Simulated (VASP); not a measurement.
CuO, 4 atoms in the cell. The typed cell holds 4 atoms: a = 2.949 Å, b = 2.949 Å, c = 5.151 Å, α = 90.00°, β = 90.00°, γ = 90.16°.  This cell differs from its parent crystal: atom 3 (O) moved -0.200 Å towards its neighbour atom 1 (Cu) at 1.958 Å.

| Property | Result |
| --- | --- |
| Program | VASP 6.6.1 |
| Task | single point |
| Functional | PBE |
| Potentials or basis | VASP PAW PBE potentials, release 64 (Cu, O) |
| Cutoff | 520 eV |
| k mesh | 16 × 16 × 10 |
| Occupations | gaussian, width 0.15 eV |
| Spin | no spin polarisation |
| Dipole correction | no |
| Further INCAR settings | ALGO = Normal; EDIFF = 1e-06; NBANDS = 25 |

Potentials or basis: VASP PAW PBE potentials, release 64 (Cu, O).

The run is started by

```bash
$ cat potpaw_PBE.64/Cu/POTCAR potpaw_PBE.64/O/POTCAR > POTCAR
$ mpirun -np 1 vasp_std > vasp.out
```

Hardware: 1 thread of Intel(R) Xeon(R) Platinum 8559C (Emerald Rapids), on a shared host.

Q: Estimate the wall time of this run.

A: Wall time 12 min on 1 thread of Intel(R) Xeon(R) Platinum 8559C (Emerald Rapids), on a shared host, peak memory 1.1 GiB. Counts: scf iterations 17, k points 1284.
